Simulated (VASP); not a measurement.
Set up this calculation in VASP 6.6.1, as the native input.

```
Task                   : single point
Functional             : PBE
Potentials or basis    : VASP PAW PBE potentials, release 64 (Sn_d)
Cutoff                 : 520 eV
k mesh                 : 7 × 7 × 1
Occupations            : fermi-dirac, width 0.02 eV
Spin                   : no spin polarisation
Dipole correction      : no
Further INCAR settings : ALGO = Normal; EDIFF = 1e-06; NBANDS = 51
```

The structure of Sn lies in POSCAR:

```
Sn
1.0
    4.7064645918      0.0000000000      0.0000000000
    0.0000000000      4.7064645918      0.0000000000
    0.0000000000      0.0000000000     24.3199000000
Sn
6
Direct
    0.7500000000      0.0000000000      0.3284778152
    0.2500000000      0.0000000000      0.3969206642
    0.2500000000      0.5000000000      0.4662595523
    0.7500000000      0.5000000000      0.5337404471
    0.7500000000      0.0000000000      0.6030793361
    0.2500000000      0.0000000000      0.6715221851
```

One way to write it, as run:

INCAR

```
SYSTEM = Sn
PREC = Accurate
ENCUT = 520
EDIFF = 1E-6
ISMEAR = -1
SIGMA = 0.02
LREAL = .FALSE.
LASPH = .TRUE.
NELM = 100
ALGO = Normal
ISIF = 2
LWAVE = .FALSE.
LCHARG = .TRUE.
GGA = PE
LELF = .TRUE.
LVHAR = .TRUE.
NBANDS = 51
```

KPOINTS

```
regular mesh
0
G
  7 7 1
  0 0 0
```

Potentials or basis: VASP PAW PBE potentials, release 64 (Sn_d).

Command:

```bash
$ cat potpaw_PBE.64/Sn_d/POTCAR > POTCAR
$ mpirun -np 1 vasp_std > vasp.out
```

Results of the run:

* Largest force: 0.005 eV/Å
* Band gap on the k mesh: zero (bands 42 and 43 overlap by 0.80 eV)

Caveat: there is no dipole correction, which matters where the two faces differ; spin-orbit coupling is left out, which moves the levels of the heavy elements.

Run time: 10 min on 1 thread of Intel(R) Xeon(R) Platinum 8259CL CPU @ 2.50GHz (Skylake/Cascade Lake) (shared host), peak memory 0.67 GiB.
